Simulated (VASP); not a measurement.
A run of VASP 6.6.1 is set up as follows.

File INCAR:

```
SYSTEM = Sb
PREC = Accurate
ENCUT = 520
EDIFF = 1E-7
ISMEAR = -1
SIGMA = 0.1
LREAL = .False.
LASPH = .True.
NELM = 100
ALGO = Normal
ISIF = 2
LWAVE = .False.
LCHARG = .False.
GGA = PS
NBANDS = 8
```

The input KPOINTS:

```
regular mesh
0
Gamma
  14 14 14
  0 0 0
```

POSCAR

```
Sb
1.0
    3.0466467810      0.0000000000      0.0000000000
    0.0000000000      3.0466467810      0.0000000000
    0.0000000000      0.0000000000      3.0466467810
Sb
1
Direct
    0.0000000000      0.0000000000      0.0000000000
```

Potentials or basis: VASP PAW PBE potentials, release 64 (Sb).

Launch:

```bash
$ cat potpaw_PBE.64/Sb/POTCAR > POTCAR
$ mpirun -np 1 vasp_std > vasp.out
```

Predict the pressure.

1.1 GPa.

Caveat: the PAW data sets were made with another functional, which shifts forces and pressure a little.
